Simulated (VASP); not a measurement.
Input of a VASP 6.6.1 run:

INCAR

```
SYSTEM = MoS2
ALGO = Normal
EDIFF = 1E-6
ENCUT = 520
GGA = PS
ISIF = 2
ISMEAR = -1
LASPH = .TRUE.
LCHARG = .FALSE.
LREAL = .FALSE.
LWAVE = .FALSE.
NBANDS = 20
NELM = 60
PREC = Accurate
SIGMA = 0.05
```

Contents of KPOINTS:

```
k-points
0
G
  10 10 10
  0 0 0
```

Contents of POSCAR:

```
MoS2
1.0
    1.4916492764      0.8612041113      5.2583541779
   -1.4916492764      0.8612041113      5.2583541779
    0.0000000000     -1.7224082226      5.2583541779
Mo S
1 2
Direct
   -0.0001799208     -0.0001799208     -0.0001799208
    0.4327940211      0.4327940211      0.4327940211
    0.2343858997      0.2343858997      0.2343858997
```

Potentials or basis: VASP PAW PBE potentials, release 64 (Mo_sv, S).

Run with:

```console
$ cat potpaw_PBE.64/Mo_sv/POTCAR potpaw_PBE.64/S/POTCAR > POTCAR
$ mpirun -np 1 vasp_std > vasp.out
```

(1) Estimate the pressure.

(2) Predict the band gap on the k mesh.

(3) What does it give for the largest force?

Results:

(1) 30.0 GPa.

(2) zero (bands 13 and 14 overlap by 0.39 eV).

(3) 0.024 eV/Å.

Caveat: the cell stands under pressure; the PAW data sets were made with another functional, which shifts forces and pressure a little.
